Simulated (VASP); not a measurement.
# Al3Au (Pm-3m) in VASP: further runs

Al3Au is run at these levels: PBEsol; tasks: single point.

Program: VASP 6.6.1. These are calculated values, not measurements. Logs are shortened: lines on timing, memory, paths and dates and some standing lists are left out, and cuts for length are marked.

## Step 1: The cell of the first run

The structure is cubic, space group Pm-3m (No. 221). The conventional cell has a = 3.838 Å, b = 3.838 Å, c = 3.838 Å, α = 90.00°, β = 90.00°, γ = 90.00°. Al (site symmetry 4/mmm) has 8 Al at 2.71 Å and 4 Au at 2.71 Å within 3.6 Å. Within 3.6 Å of Au (site symmetry m-3m) lie 12 Al at 2.71 Å.

## Step 2: Single point, PBEsol (Cu replaced by Au, lengths x 1.005, strained)

Input file INCAR:

```
PREC = Accurate
ENCUT = 520
EDIFF = 1E-7
ISMEAR = 0
SIGMA = 0.1
LREAL = False
LASPH = True
NELM = 60
ALGO = Fast
ISIF = 2
LWAVE = False
LCHARG = True
GGA = PS
LELF = True
LVHAR = True
NBANDS = 18
```

Input file KPOINTS:

```
regular mesh
0
Gamma
  12 12 12
```

Input file POSCAR:

```
Al3Au
1.0
    3.8376183334      0.0000000000      0.0000000000
    0.0000000000      3.8376183334      0.0000000000
    0.0000000000      0.0000000000      3.8376183334
Al Au
3 1
Direct
    0.0000000000      0.5000000000      0.5000000000
    0.5000000000      0.0000000000      0.5000000000
    0.5000000000      0.5000000000      0.0000000000
    0.0000000000      0.0000000000      0.0000000000
```

Potentials or basis: VASP PAW PBE potentials, release 64 (Al, Au).

Started as:

```
$ cat potpaw_PBE.64/Al/POTCAR potpaw_PBE.64/Au/POTCAR > POTCAR
$ mpirun -np 1 vasp_std > vasp.out
```

OUTCAR:

```text
PREC = Accurate
   ENCUT = 520
   EDIFF = 1E-7
   ISMEAR = 0
   LREAL = False
   LASPH = True
   NELM = 60
   ISIF = 2
   GGA = PS

 ion  position               nearest neighbor table
   1  0.000  0.500  0.500-   2 2.71   3 2.71   4 2.71   3 2.71   4 2.71   2 2.71   4 2.71   4 2.71
                             2 2.71   3 2.71   3 2.71   2 2.71
   2  0.500  0.000  0.500-   1 2.71   3 2.71   4 2.71   3 2.71   4 2.71   1 2.71   3 2.71   3 2.71
                             1 2.71   4 2.71   4 2.71   1 2.71
   3  0.500  0.500  0.000-   1 2.71   2 2.71   4 2.71   1 2.71   2 2.71   2 2.71   4 2.71   2 2.71
                             1 2.71   4 2.71   1 2.71   4 2.71
   4  0.000  0.000  0.000-   1 2.71   2 2.71   3 2.71   1 2.71   2 2.71   1 2.71   3 2.71   1 2.71
                             2 2.71   3 2.71   2 2.71   3 2.71

  LATTYP: Found a simple cubic cell.
 ALAT       =     3.8376183334

  Lattice vectors:

 A1 = (   3.8376183334,   0.0000000000,   0.0000000000)
 A2 = (   0.0000000000,   3.8376183334,   0.0000000000)
 A3 = (   0.0000000000,   0.0000000000,   3.8376183334)

Analysis of symmetry for initial positions (statically):
=====================================================================
 Subroutine PRICEL returns:
 Original cell was already a primitive cell.

 Routine SETGRP: Setting up the symmetry group for a
 simple cubic supercell.

 Subroutine GETGRP returns: Found 48 space group operations
 (whereof 48 operations were pure point group operations)
 out of a pool of 48 trial point group operations.

The static configuration has the point symmetry O_h .

Analysis of symmetry for dynamics (positions and initial velocities):
=====================================================================
 Subroutine PRICEL returns:
 Original cell was already a primitive cell.

 Routine SETGRP: Setting up the symmetry group for a
 simple cubic supercell.

 Subroutine GETGRP returns: Found 48 space group operations
 (whereof 48 operations were pure point group operations)
 out of a pool of 48 trial point group operations.

The dynamic configuration has the point symmetry O_h .

 Subroutine INISYM returns: Found 48 space group operations
 (whereof 48 operations are pure point group operations),
 and found     1 'primitive' translations

----------------------------------------------------------------------------------------

                                     Primitive cell

  volume of cell :      56.5178

  direct lattice vectors                    reciprocal lattice vectors
     3.837618333  0.000000000  0.000000000     0.260578284  0.000000000  0.000000000
     0.000000000  3.837618333  0.000000000     0.000000000  0.260578284  0.000000000
[... 96 lines left out ...]
   ISYM   =      2    0-nonsym 1-usesym 2-fastsym
   POTIM  = 0.5000    time-step for ionic-motion
   TEBEG  =    0.0;   TEEND  =   0.0 temperature during run
   PSTRESS=    0.0 pullay stress
   NELECT =      20.0000    total number of electrons
   NUPDOWN=      -1.0000    fix difference up-down
   EMIN   =  10.00;   EMAX   =-10.00  energy-range for DOS
   EFERMI =   0.00;   METHOD = LEGACY
   ISMEAR =     0;   SIGMA  =   0.10  broadening in eV -4-tet -1-fermi 0-gaus
   EFERMI_NEDOS =   21; number of points for ismear=-14 and -15
   IALGO  =     68    algorithm
   IMIX   =      4    mixing-type and parameters
     AMIX     =   0.40;   BMIX     =  1.00
     AMIX_MAG =   1.60;   BMIX_MAG =  1.00
  volume/ion in A,a.u.               =      14.13        95.35
  Fermi-wavevector in a.u.,A,eV,Ry     =   1.157950  2.188208 18.243340  1.340848
  Thomas-Fermi vector in A             =   2.294556
   LORBIT       =      0    0 simple, 1 ext, 2 COOP (PROOUT), +10 PAW based schemes
   GGA     = PS    functional components
   LHFCALC =     F    Hartree Fock is set to
   AEXX    =    0.0000 exact exchange contribution
   IVDW    =     0    specifies the selected vdW correction
   LEPSILON=     F    determine dielectric tensor
   LRPA    =     F    only Hartree local field effects (RPA)
 non-spin polarized calculation
 RMM-DIIS sequential band-by-band and
 Gauss-broadening in eV      SIGMA  =   0.10
  energy-cutoff  :      520.00
  volume of cell :       56.52
 maximum number of plane-waves:      1568
 NGX is ok and might be reduce to    30
   NGX = 15   NGY = 15   NGZ = 15

 number of electron      19.9999996 magnetization

 Free energy of the ion-electron system (eV)
  ---------------------------------------------------
  ext. energy  EPLUGINS =         0.00000000
  ---------------------------------------------------
  free energy    TOTEN  =       -16.33997007 eV

  energy without entropy =      -16.32867725  energy(sigma->0) =      -16.33432366

 E-fermi :  10.9210     XC(G=0): -11.6446

 val. band max:       10.9038753153   @ k =   0.1667   0.0833   0.0000
 cond. band min:      10.9226819187   @ k =   0.3333   0.3333   0.2500
 fundamental gap:      0.0188066034
 Fermi energy:        10.9210008307

 k-point     1 :       0.0000    0.0000    0.0000
  band No.  band energies     occupation
      1      -1.7627      2.00000
      2       3.4676      2.00000
      3       3.4676      2.00000
      4       4.7343      2.00000
      5       4.7343      2.00000
      6       4.7343      2.00000
[... 481 lines left out ...]
      5       4.2421      2.00000
      6       4.3773      2.00000
[... 10 lines left out ...]
     17      17.8552      0.00000
     18      17.9864      0.00000

 [... further k-points ...]

------------------------ aborting loop because EDIFF is reached ----------------------------------------

  FORCE on cell =-STRESS in cart. coord.  units (eV):
  Direction    XX          YY          ZZ          XY          YZ          ZX
  --------------------------------------------------------------------------------------
  -------------------------------------------------------------------------------------
  Total        6.6491388      6.6491388      6.6491388      0.0000000     -0.0000000      0.0000000
  in kB      188.4910099    188.4910099    188.4910099      0.0000000     -0.0000000      0.0000000
  external PRESSURE =     188.4910099 kB  Pullay stress =       0.0000000 kB

 VOLUME and BASIS-vectors are now :
 -----------------------------------------------------------------------------
  energy-cutoff  :      520.00
  volume of cell :       56.52
      direct lattice vectors                 reciprocal lattice vectors
     3.837618333  0.000000000  0.000000000     0.260578284  0.000000000  0.000000000
     0.000000000  3.837618333  0.000000000     0.000000000  0.260578284  0.000000000
     0.000000000  0.000000000  3.837618333     0.000000000  0.000000000  0.260578284

 POSITION                                       TOTAL-FORCE (eV/Angst)
 -----------------------------------------------------------------------------------
      0.00000      1.91881      1.91881         0.000000      0.000000      0.000000
      1.91881      0.00000      1.91881         0.000000      0.000000      0.000000
      1.91881      1.91881      0.00000         0.000000      0.000000      0.000000
      0.00000      0.00000      0.00000         0.000000      0.000000      0.000000
 -----------------------------------------------------------------------------------
    total drift:                                0.000000     -0.000000      0.000000

  FREE ENERGIE OF THE ION-ELECTRON SYSTEM (eV)
  ---------------------------------------------------
  free  energy   TOTEN  =       -16.3399700705 eV

  energy  without entropy=      -16.3286772469  energy(sigma->0) =      -16.33432366
```

Run time: 49 s. Hardware: 1 thread of Intel Xeon 6975P-C (Granite Rapids), shared host; peak memory 0.22 GiB.

Results:

- Free energy: -16.3400 eV
- Pressure: 18.8 GPa
- Band gap on the k mesh: zero (bands 10 and 11 overlap by 3.27 eV)

Levels at points of the mesh, in eV from the Fermi level:
| k point | band 6 | band 7 | band 8 | band 9 | band 10 | band 11 | band 12 | band 13 | band 14 | band 15 |
| --- | --- | --- | --- | --- | --- | --- | --- | --- | --- | --- |
| (0.00, 0.00, 0.00) | -6.19 | -3.06 | -3.06 | -3.06 | -1.53 | 1.74 | 1.74 | 5.59 | 5.59 | 5.59 |
| (0.50, 0.00, 0.00) | -6.11 | -5.58 | -0.30 | -0.30 | 0.17 | 0.86 | 0.86 | 1.40 | 3.02 | 3.90 |
| (0.50, 0.50, 0.00) | -6.66 | -5.62 | -5.31 | -4.06 | 0.76 | 3.14 | 3.14 | 3.29 | 4.03 | 4.03 |
| (0.50, 0.50, 0.50) | -5.60 | -4.80 | -4.80 | -4.80 | -4.36 | -1.36 | -1.36 | -1.36 | 11.66 | 11.66 |

Caveat: the cell differs from its parent crystal (Cu replaced by Au, lengths x 1.005, strained); the cell stands under pressure; the PAW data sets were made with another functional, which shifts forces and pressure a little; spin-orbit coupling is left out, which moves the levels of the heavy elements.

## Step 3: Single point, PBEsol (Cu replaced by Au, lengths x 1.005, strained)

Input file INCAR:

```
ALGO     = Normal         # electronic algorithm
EDIFF    = 1E-7           # SCF threshold, eV
ENCUT    = 520            # plane-wave cutoff, eV
GGA      = PS             # functional
ISIF     = 2              # what is computed and relaxed
ISMEAR   = 0              # smearing method
LASPH    = True           # aspherical terms in the spheres
LCHARG   = True           # write CHGCAR
LELF     = True           # ELF
LREAL    = False          # projectors in reciprocal space
LVHAR    = True         
LWAVE    = False          # write WAVECAR
NBANDS   = 18             # bands
NELM     = 100            # most SCF steps
PREC     = Accurate       # precision mode
SIGMA    = 0.1            # smearing width, eV
```

Input file KPOINTS:

```
k-points
0
Gamma
  12 12 12
```

Input file POSCAR:

```
Al3Au
1.0
    3.8361199260      0.0000000000      0.0000000000
    0.0000000000      3.8361199260      0.0000000000
    0.0000000000      0.0000000000      3.8361199260
Al Au
3 1
Direct
    0.0000000000      0.5000000000      0.5000000000
    0.5000000000      0.0000000000      0.5000000000
    0.5000000000      0.5000000000      0.0000000000
    0.0000000000      0.0000000000      0.0000000000
```

Potentials or basis: VASP PAW PBE potentials, release 64 (Al, Au).

Started as:

```
$ cat potpaw_PBE.64/Al/POTCAR potpaw_PBE.64/Au/POTCAR > POTCAR
$ mpirun -np 1 vasp_std > vasp.out
```

Run time: 44 s. Hardware: 1 thread of Intel Xeon 6975P-C (Granite Rapids), shared host; peak memory 0.21 GiB.

The run converged. Its results:

```
Free energy            : -16.3321 eV
Pressure               : 19.1 GPa
Band gap on the k mesh : zero (bands 10 and 11 overlap by 3.27 eV)
```

Levels at points of the mesh, in eV from the Fermi level:
| k point | band 6 | band 7 | band 8 | band 9 | band 10 | band 11 | band 12 | band 13 | band 14 | band 15 |
| --- | --- | --- | --- | --- | --- | --- | --- | --- | --- | --- |
| (0.00, 0.00, 0.00) | -6.19 | -3.07 | -3.07 | -3.07 | -1.53 | 1.75 | 1.75 | 5.59 | 5.59 | 5.59 |
| (0.50, 0.00, 0.00) | -6.12 | -5.59 | -0.30 | -0.30 | 0.17 | 0.86 | 0.86 | 1.40 | 3.03 | 3.90 |
| (0.50, 0.50, 0.00) | -6.66 | -5.63 | -5.31 | -4.06 | 0.76 | 3.14 | 3.14 | 3.29 | 4.03 | 4.03 |
| (0.50, 0.50, 0.50) | -5.60 | -4.81 | -4.81 | -4.81 | -4.36 | -1.36 | -1.36 | -1.36 | 11.66 | 11.66 |

Caveat: the cell differs from its parent crystal (Cu replaced by Au, lengths x 1.005, strained); the cell stands under pressure; the PAW data sets were made with another functional, which shifts forces and pressure a little; spin-orbit coupling is left out, which moves the levels of the heavy elements.

## Step 4: Single point, PBEsol (Cu replaced by Au, lengths x 1.005, strained)

Input file INCAR:

```
  PREC = Accurate
  ENCUT = 520
  EDIFF = 1E-6
  ISMEAR = 0
  SIGMA = 0.1
  LREAL = F
  LASPH = T
  NELM = 80
  ALGO = Fast
  ISIF = 2
  LWAVE = F
  LCHARG = T
  GGA = PS
  LELF = T
  LVHAR = T
  NBANDS = 18
```

Input file KPOINTS:

```
regular mesh
0
Gamma
  12 12 12
```

Input file POSCAR:

```
Al3Au
1.0
    3.8889585004      0.0000000000      0.0000000000
    0.0000000000      3.8889585004      0.0000000000
    0.0000000000      0.0000000000      3.8889585004
Al Au
3 1
Direct
    0.0000000000      0.5000000000      0.5000000000
    0.5000000000      0.0000000000      0.5000000000
    0.5000000000      0.5000000000      0.0000000000
    0.0000000000      0.0000000000      0.0000000000
```

Potentials or basis: VASP PAW PBE potentials, release 64 (Al, Au).

Started as:

```
$ cat potpaw_PBE.64/Al/POTCAR potpaw_PBE.64/Au/POTCAR > POTCAR
$ mpirun -np 1 vasp_std > vasp.out
```

OUTCAR:

```text
PREC = Accurate
   ENCUT = 520
   EDIFF = 1E-6
   ISMEAR = 0
   LREAL = F
   LASPH = T
   NELM = 80
   ISIF = 2
   GGA = PS

 ion  position               nearest neighbor table
   1  0.000  0.500  0.500-   2 2.75   3 2.75   4 2.75   3 2.75   4 2.75   2 2.75   4 2.75   4 2.75
                             2 2.75   3 2.75   3 2.75   2 2.75
   2  0.500  0.000  0.500-   1 2.75   3 2.75   4 2.75   3 2.75   4 2.75   1 2.75   3 2.75   3 2.75
                             1 2.75   4 2.75   4 2.75   1 2.75
   3  0.500  0.500  0.000-   1 2.75   2 2.75   4 2.75   1 2.75   2 2.75   2 2.75   4 2.75   2 2.75
                             1 2.75   4 2.75   1 2.75   4 2.75
   4  0.000  0.000  0.000-   1 2.75   2 2.75   3 2.75   1 2.75   2 2.75   1 2.75   3 2.75   1 2.75
                             2 2.75   3 2.75   2 2.75   3 2.75

  LATTYP: Found a simple cubic cell.
 ALAT       =     3.8889585004

  Lattice vectors:

 A1 = (   3.8889585004,   0.0000000000,   0.0000000000)
 A2 = (   0.0000000000,   3.8889585004,   0.0000000000)
 A3 = (   0.0000000000,   0.0000000000,   3.8889585004)

Analysis of symmetry for initial positions (statically):
=====================================================================
 Subroutine PRICEL returns:
[... 182 lines left out ...]
 Fermi energy:        10.3571459099

 k-point     1 :       0.0000    0.0000    0.0000
  band No.  band energies     occupation
      1      -1.9635      2.00000
      2       3.2002      2.00000
      3       3.2002      2.00000
      4       4.4012      2.00000
      5       4.4012      2.00000
      6       4.4012      2.00000
[... 481 lines left out ...]
      5       3.9321      2.00000
      6       4.0608      2.00000
[... 10 lines left out ...]
     17      17.0713      0.00000
     18      17.2518      0.00000

 [... further k-points ...]

------------------------ aborting loop because EDIFF is reached ----------------------------------------

  FORCE on cell =-STRESS in cart. coord.  units (eV):
  Direction    XX          YY          ZZ          XY          YZ          ZX
  --------------------------------------------------------------------------------------
  -------------------------------------------------------------------------------------
  Total        4.4561803      4.4561803      4.4561803      0.0000000     -0.0000000      0.0000000
  in kB      121.3873449    121.3873449    121.3873449      0.0000000     -0.0000000      0.0000000
  external PRESSURE =     121.3873449 kB  Pullay stress =       0.0000000 kB

 VOLUME and BASIS-vectors are now :
 -----------------------------------------------------------------------------
  energy-cutoff  :      520.00
  volume of cell :       58.82
      direct lattice vectors                 reciprocal lattice vectors
     3.888958500  0.000000000  0.000000000     0.257138254  0.000000000  0.000000000
     0.000000000  3.888958500  0.000000000     0.000000000  0.257138254  0.000000000
     0.000000000  0.000000000  3.888958500     0.000000000  0.000000000  0.257138254

 POSITION                                       TOTAL-FORCE (eV/Angst)
 -----------------------------------------------------------------------------------
      0.00000      1.94448      1.94448         0.000000      0.000000      0.000000
      1.94448      0.00000      1.94448         0.000000      0.000000      0.000000
      1.94448      1.94448      0.00000         0.000000      0.000000      0.000000
      0.00000      0.00000      0.00000         0.000000      0.000000      0.000000
 -----------------------------------------------------------------------------------
    total drift:                                0.000000     -0.000000      0.000000

  FREE ENERGIE OF THE ION-ELECTRON SYSTEM (eV)
  ---------------------------------------------------
  free  energy   TOTEN  =       -16.5613433702 eV

  energy  without entropy=      -16.5503873482  energy(sigma->0) =      -16.55586536
```

It took 47 s on 1 thread of Intel Xeon 6975P-C (Granite Rapids), shared host; peak memory 0.22 GiB.

Results:

```
Free energy            : -16.5613 eV
Pressure               : 12.1 GPa
Band gap on the k mesh : zero (bands 10 and 11 overlap by 3.38 eV)
```

Levels at points of the mesh, in eV from the Fermi level:
```tsv
k point	band 8	band 9	band 10	band 11	band 12	band 13
(0.00, 0.00, 0.00)	-2.94	-2.94	-1.44	1.55	1.55	5.47
(0.50, 0.00, 0.00)	-0.22	-0.22	0.29	0.82	0.82	1.23
(0.50, 0.50, 0.00)	-5.14	-3.95	0.82	3.09	3.09	3.29
(0.50, 0.50, 0.50)	-4.61	-4.61	-4.21	-1.43	-1.43	-1.43
```

Caveat: the cell differs from its parent crystal (Cu replaced by Au, lengths x 1.005, strained); the cell stands under pressure; the PAW data sets were made with another functional, which shifts forces and pressure a little; spin-orbit coupling is left out, which moves the levels of the heavy elements.

## Step 5: Overview

```csv
cell,gap on the mesh (eV),pressure (GPa)
"a = 3.838 Å, 4 atoms",none,18.8
"a = 3.836 Å, 4 atoms",none,19.1
"a = 3.889 Å, 4 atoms",none,12.1
```

Alike in all rows: task single point; level PBEsol; potentials or basis VASP PAW PBE potentials, release 64 (Al, Au); no spin polarisation; k mesh 12 × 12 × 12; cutoff (eV) 520; smearing gaussian 0.1 eV.

Caveats: the cell stands under pressure; the PAW data sets were made with another functional, which shifts forces and pressure a little; spin-orbit coupling is left out, which moves the levels of the heavy elements.

Absolute energies hang on the potentials; compare differences alone.
